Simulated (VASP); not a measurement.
# CdS (Greenockite) (P6_3mc) in VASP: further runs

The runs below take CdS (Greenockite) through single point, with PBEsol.

Program: VASP 6.6.1. These are calculated values, not measurements. Logs are shortened: lines on timing, memory, paths and dates and some standing lists are left out, and cuts for length are marked.

**1. The cell of the first run**

The structure is hexagonal, space group P6_3mc (No. 186). The conventional cell has a = 3.886 Å, b = 3.886 Å, c = 6.392 Å, α = 90.00°, β = 90.00°, γ = 120.00°. Cd (site symmetry 3m) has 4 S at 2.38 to 2.39 Å within 3.1 Å. S (site symmetry 3m) has 4 Cd at 2.38 to 2.39 Å within 3.1 Å.

**2. Single point, PBEsol, non-collinear spin, zero start, spin-orbit coupling**

INCAR reads:

```
SYSTEM = CdS
PREC = Accurate
ENCUT = 520
EDIFF = 1E-7
ISMEAR = 0
SIGMA = 0.01
LREAL = .FALSE.
LASPH = .TRUE.
NELM = 150
ALGO = Normal
ISIF = 2
LWAVE = .FALSE.
LCHARG = .FALSE.
LNONCOLLINEAR = .TRUE.
MAGMOM = 0 0 0 0 0 0 0 0 0 0 0 0
LORBIT = 11
LSORBIT = .TRUE.
GGA_COMPAT = .FALSE.
LORBMOM = .TRUE.
GGA = PS
NBANDS = 50
```

KPOINTS reads:

```
Automatic mesh
0
G
  6 6 4
  0 0 0
```

POSCAR reads:

```
CdS
1.0
    3.8860931427      0.0000000000      0.0000000000
   -1.9430465714      3.3654553831      0.0000000000
    0.0000000000      0.0000000000      6.3924684977
Cd S
2 2
Direct
    0.3333333333      0.6666666667      0.0010387997
    0.6666666667      0.3333333333      0.5010387997
    0.3333333333      0.6666666667      0.3739612003
    0.6666666667      0.3333333333      0.8739612003
```

Potentials or basis: VASP PAW PBE potentials, release 64 (Cd, S).

Command:

```sh
$ cat potpaw_PBE.64/Cd/POTCAR potpaw_PBE.64/S/POTCAR > POTCAR
$ mpirun -np 1 vasp_ncl > vasp.out
```

OUTCAR:

```text
SYSTEM = CdS
   PREC = Accurate
   ENCUT = 520
   EDIFF = 1E-7
   ISMEAR = 0
   LREAL = .FALSE.
   LASPH = .TRUE.
   NELM = 150
   ISIF = 2
   LNONCOLLINEAR = .TRUE.
   LORBIT = 11
   LSORBIT = .TRUE.
   GGA = PS

 ion  position               nearest neighbor table
   1  0.333  0.667  0.001-   3 2.38   4 2.39   4 2.39   4 2.39
   2  0.667  0.333  0.501-   4 2.38   3 2.39   3 2.39   3 2.39
   3  0.333  0.667  0.374-   1 2.38   2 2.39   2 2.39   2 2.39
   4  0.667  0.333  0.874-   2 2.38   1 2.39   1 2.39   1 2.39

  LATTYP: Found a hexagonal cell.
 ALAT       =     3.8860931427
 C/A-ratio  =     1.6449601857

  Lattice vectors:

 A1 = (   3.8860931427,   0.0000000000,   0.0000000000)
 A2 = (  -1.9430465714,   3.3654553831,   0.0000000000)
 A3 = (   0.0000000000,   0.0000000000,   6.3924684977)

Analysis of symmetry for initial positions (statically):
=====================================================================
 Subroutine PRICEL returns:
 Original cell was already a primitive cell.

 Routine SETGRP: Setting up the symmetry group for a
 hexagonal supercell.

 Subroutine GETGRP returns: Found 12 space group operations
 (whereof  6 operations were pure point group operations)
 out of a pool of 24 trial point group operations.

The static configuration has the point symmetry C_3v.
 The point group associated with its full space group is C_6v.

Analysis of symmetry for dynamics (positions and initial velocities):
=====================================================================
 Subroutine PRICEL returns:
 Original cell was already a primitive cell.

 Routine SETGRP: Setting up the symmetry group for a
 hexagonal supercell.

 Subroutine GETGRP returns: Found 12 space group operations
 (whereof  6 operations were pure point group operations)
 out of a pool of 24 trial point group operations.

The dynamic configuration has the point symmetry C_3v.
 The point group associated with its full space group is C_6v.

Analysis of structural, dynamic, and magnetic symmetry:
=====================================================================
 Subroutine PRICEL returns:
 Original cell was already a primitive cell.

 Routine SETGRP: Setting up the symmetry group for a
 hexagonal supercell.

 Subroutine GETGRP returns: Found 12 space group operations
 (whereof  6 operations were pure point group operations)
 out of a pool of 24 trial point group operations.

The overall configuration has the point symmetry C_3v.
 The point group associated with its full space group is C_6v.

 Subroutine INISYM returns: Found 12 space group operations
 (whereof  6 operations are pure point group operations),
 and found     1 'primitive' translations

----------------------------------------------------------------------------------------

                                     Primitive cell

  volume of cell :      83.6037

  direct lattice vectors                    reciprocal lattice vectors
     3.886093143  0.000000000  0.000000000     0.257327852  0.148568304  0.000000000
    -1.943046571  3.365455383  0.000000000     0.000000000  0.297136609  0.000000000
     0.000000000  0.000000000  6.392468498     0.000000000  0.000000000  0.156434091

  length of vectors
     3.886093143  3.886093143  6.392468498     0.297136609  0.297136609  0.156434091

  position of ions in fractional coordinates (direct lattice)
     0.333333333  0.666666667  0.001038800
     0.666666667  0.333333333  0.501038800
     0.333333333  0.666666667  0.373961200
     0.666666667  0.333333333  0.873961200

  ion indices of the primitive-cell ions
   primitive index   ion index
                 1           1
                 2           2
                 3           3
                 4           4

----------------------------------------------------------------------------------------

 KPOINTS: Automatic mesh

Automatic generation of k-mesh.
 Grid dimensions read from file:
[... 114 lines left out ...]
  ---------------------------------------------------
  free energy    TOTEN  =       -13.02589665 eV

  energy without entropy =      -13.02589665  energy(sigma->0) =      -13.02589665

 E-fermi :   2.9591     XC(G=0): -10.2019

 val. band max:        2.8966156965   @ k =   0.0000   0.0000   0.0000
 cond. band min:       4.3091507451   @ k =   0.0000   0.0000   0.0000
 fundamental gap:      1.4125350486
 Fermi energy:         2.9590624922

 k-point     1 :       0.0000    0.0000    0.0000
  band No.  band energies     occupation
      1     -10.7566      1.00000
      2     -10.7566      1.00000
      3     -10.1321      1.00000
      4     -10.1321      1.00000
      5      -5.8965      1.00000
      6      -5.8965      1.00000
[... 1213 lines left out ...]
     47      10.6030      0.00000
     48      10.6030      0.00000

 [... further k-points ...]

 [bands above 48 left out]

------------------------ aborting loop because EDIFF is reached ----------------------------------------

  FORCE on cell =-STRESS in cart. coord.  units (eV):
  Direction    XX          YY          ZZ          XY          YZ          ZX
  --------------------------------------------------------------------------------------
  -------------------------------------------------------------------------------------
  Total        8.2090828      8.2090828      8.2298778     -0.0000000      0.0000000      0.0000000
  in kB      157.3184218    157.3184218    157.7169346     -0.0000000      0.0000000      0.0000000
  external PRESSURE =     157.4512594 kB  Pullay stress =       0.0000000 kB

 VOLUME and BASIS-vectors are now :
 -----------------------------------------------------------------------------
  energy-cutoff  :      520.00
  volume of cell :       83.60
      direct lattice vectors                 reciprocal lattice vectors
     3.886093143  0.000000000  0.000000000     0.257327852  0.148568304  0.000000000
    -1.943046571  3.365455383  0.000000000     0.000000000  0.297136609  0.000000000
     0.000000000  0.000000000  6.392468498     0.000000000  0.000000000  0.156434091

 POSITION                                       TOTAL-FORCE (eV/Angst)
 -----------------------------------------------------------------------------------
     -0.00000      2.24364      0.00664        -0.000000      0.000000      0.002393
      1.94305      1.12182      3.20287         0.000000     -0.000000      0.002393
     -0.00000      2.24364      2.39054        -0.000000     -0.000000     -0.002393
      1.94305      1.12182      5.58677         0.000000      0.000000     -0.002393
 -----------------------------------------------------------------------------------
    total drift:                               -0.000000      0.000000      0.001347

  FREE ENERGIE OF THE ION-ELECTRON SYSTEM (eV)
  ---------------------------------------------------
  free  energy   TOTEN  =       -13.0258966490 eV

  energy  without entropy=      -13.0258966490  energy(sigma->0) =      -13.02589665

 orbital moment (x)

 # of ion     p       d       tot
 ----------------------------------------
  1        -0.000  -0.000  -0.000
  2        -0.000  -0.000  -0.000
  3        -0.000   0.000  -0.000
  4         0.000   0.000   0.000
 ----------------------------------------
            0.000  -0.000  -0.000

 orbital moment (y)

 # of ion     p       d       tot
 ----------------------------------------
  1        -0.000   0.000   0.000
  2        -0.000  -0.000  -0.000
  3         0.000   0.000   0.000
  4        -0.000   0.000  -0.000
 ----------------------------------------
           -0.000   0.000   0.000

 orbital moment (z)

 # of ion     p       d       tot
 ----------------------------------------
  1         0.000  -0.000  -0.000
  2         0.000  -0.000  -0.000
  3         0.000   0.000   0.000
  4         0.000   0.000   0.000
 ----------------------------------------
            0.000  -0.000  -0.000

 Spin-Orbit-Coupling matrix elements

 Ion:    1  E_soc:     -0.0626702
 l=   1
     0.0000000    -0.0032188    -0.0032212
    -0.0032188     0.0000000    -0.0032188
    -0.0032212    -0.0032188     0.0000000
 l=   2
     0.0000000    -0.0014324     0.0000000    -0.0014324    -0.0058113
    -0.0014324     0.0000000    -0.0043608    -0.0014138    -0.0014324
     0.0000000    -0.0043608     0.0000000    -0.0043608     0.0000000
    -0.0014324    -0.0014138    -0.0043608     0.0000000    -0.0014324
    -0.0058113    -0.0014324     0.0000000    -0.0014324     0.0000000
 l=   3
     0.0000000     0.0000000     0.0000000     0.0000000     0.0000000     0.0000000     0.0000000
     0.0000000     0.0000000     0.0000000     0.0000000     0.0000000     0.0000000     0.0000000
     0.0000000     0.0000000     0.0000000     0.0000000     0.0000000     0.0000000     0.0000000
     0.0000000     0.0000000     0.0000000     0.0000000     0.0000000     0.0000000     0.0000000
[... 49 lines left out ...]
 l=   2
     0.0000000     0.0000000     0.0000000     0.0000000     0.0000000
     0.0000000     0.0000000     0.0000000     0.0000000     0.0000000
     0.0000000     0.0000000     0.0000000     0.0000000     0.0000000
     0.0000000     0.0000000     0.0000000     0.0000000     0.0000000
     0.0000000     0.0000000     0.0000000     0.0000000     0.0000000
 l=   3
     0.0000000     0.0000000     0.0000000     0.0000000     0.0000000     0.0000000     0.0000000
     0.0000000     0.0000000     0.0000000     0.0000000     0.0000000     0.0000000     0.0000000
     0.0000000     0.0000000     0.0000000     0.0000000     0.0000000     0.0000000     0.0000000
     0.0000000     0.0000000     0.0000000     0.0000000     0.0000000     0.0000000     0.0000000
     0.0000000     0.0000000     0.0000000     0.0000000     0.0000000     0.0000000     0.0000000
     0.0000000     0.0000000     0.0000000     0.0000000     0.0000000     0.0000000     0.0000000
     0.0000000     0.0000000     0.0000000     0.0000000     0.0000000     0.0000000     0.0000000

 total charge

# of ion       s       p       d       tot
------------------------------------------
    1        0.473   0.456   9.568  10.496
    2        0.473   0.456   9.568  10.496
    3        1.312   2.464   0.000   3.776
    4        1.312   2.464   0.000   3.776
--------------------------------------------------
tot          3.570   5.839  19.136  28.544

 magnetization (x)

# of ion       s       p       d       tot
------------------------------------------
    1        0.000  -0.000  -0.000  -0.000
    2       -0.000   0.000   0.000   0.000
    3        0.000   0.000   0.000   0.000
    4       -0.000  -0.000   0.000  -0.000
--------------------------------------------------
tot         -0.000  -0.000  -0.000  -0.000

 magnetization (y)

# of ion       s       p       d       tot
------------------------------------------
    1        0.000   0.000   0.000   0.000
    2        0.000   0.000   0.000   0.000
    3        0.000   0.000   0.000   0.000
    4        0.000   0.000   0.000   0.000
--------------------------------------------------
tot          0.000   0.000   0.000   0.000

 magnetization (z)

# of ion       s       p       d       tot
------------------------------------------
    1        0.000   0.000   0.000   0.000
    2        0.000   0.000   0.000   0.000
    3       -0.000  -0.000   0.000  -0.000
    4        0.000  -0.000   0.000  -0.000
--------------------------------------------------
tot          0.000  -0.000   0.000  -0.000
```

Wall time 2.4 min (1 thread of Intel Xeon 6975P-C (Granite Rapids), shared host); peak memory 0.46 GiB.

Results:

- Free energy: -13.0259 eV
- Pressure: 15.7 GPa
- Net moment: 0.00 μB per cell
- Valence electrons inside the program's atomic spheres: Cd 10.50; S 3.78

Forces in eV/Å, atoms in the order of the input:
```
Cd   0.000  0.000  0.002
Cd   0.000  0.000  0.002
S    0.000  0.000 -0.002
S    0.000  0.000 -0.002
```

Moments on the atoms (μB; x, y, z):
```
Cd  0.00 0.00 0.00
Cd  0.00 0.00 0.00
S   0.00 0.00 0.00
S   0.00 0.00 0.00
```

Caveat: the PAW data sets were made with another functional, which shifts forces and pressure a little.

**3. Single point, PBEsol, non-collinear spin, zero start, spin-orbit coupling**

This run uses another cell than the first one, of 24.70 Å³/atom, 1.182 times its volume.

INCAR reads:

```
  ALGO = Normal
  EDIFF = 1E-6
  ENCUT = 520
  GGA = PS
  GGA_COMPAT = F
  ISIF = 2
  ISMEAR = 0
  LASPH = T
  LCHARG = F
  LNONCOLLINEAR = T
  LORBIT = 11
  LORBMOM = T
  LREAL = F
  LSORBIT = T
  LWAVE = F
  MAGMOM = 0 0 0 0 0 0 0 0 0 0 0 0
  NBANDS = 50
  NELM = 150
  PREC = Accurate
  SIGMA = 0.01
```

KPOINTS reads:

```
k-points
0
Gamma
  6 6 4
```

POSCAR reads:

```
CdS
1.0
    4.1238575649      0.0000000000      0.0000000000
   -2.0619287824      3.5713654128      0.0000000000
    0.0000000000      0.0000000000      6.7096909191
Cd S
2 2
Direct
    0.3333333333      0.6666666667     -0.0007769940
    0.6666666667      0.3333333333      0.4992230060
    0.3333333333      0.6666666667      0.3757769940
    0.6666666667      0.3333333333      0.8757769940
```

Potentials or basis: VASP PAW PBE potentials, release 64 (Cd, S).

Command:

```sh
$ cat potpaw_PBE.64/Cd/POTCAR potpaw_PBE.64/S/POTCAR > POTCAR
$ mpirun -np 1 vasp_ncl > vasp.out
```

Run time: 3.9 min. Hardware: 1 thread of AMD EPYC 9R14 (Zen 4), shared host; peak memory 0.48 GiB.

It converged, with:

- Free energy: -13.6896 eV
- Pressure: 0.4 GPa
- Net moment: 0.00 μB per cell
- Valence electrons inside the program's atomic spheres: Cd 10.32; S 3.70

Forces in eV/Å, atoms in the order of the input:
```
Cd   0.000  0.000  0.002
Cd   0.000  0.000  0.002
S    0.000  0.000 -0.002
S    0.000  0.000 -0.002
```

Moments on the atoms (μB; x, y, z):
```
Cd  0.00 0.00 0.00
Cd  0.00 0.00 0.00
S   0.00 0.00 0.00
S   0.00 0.00 0.00
```

Caveat: the PAW data sets were made with another functional, which shifts forces and pressure a little.
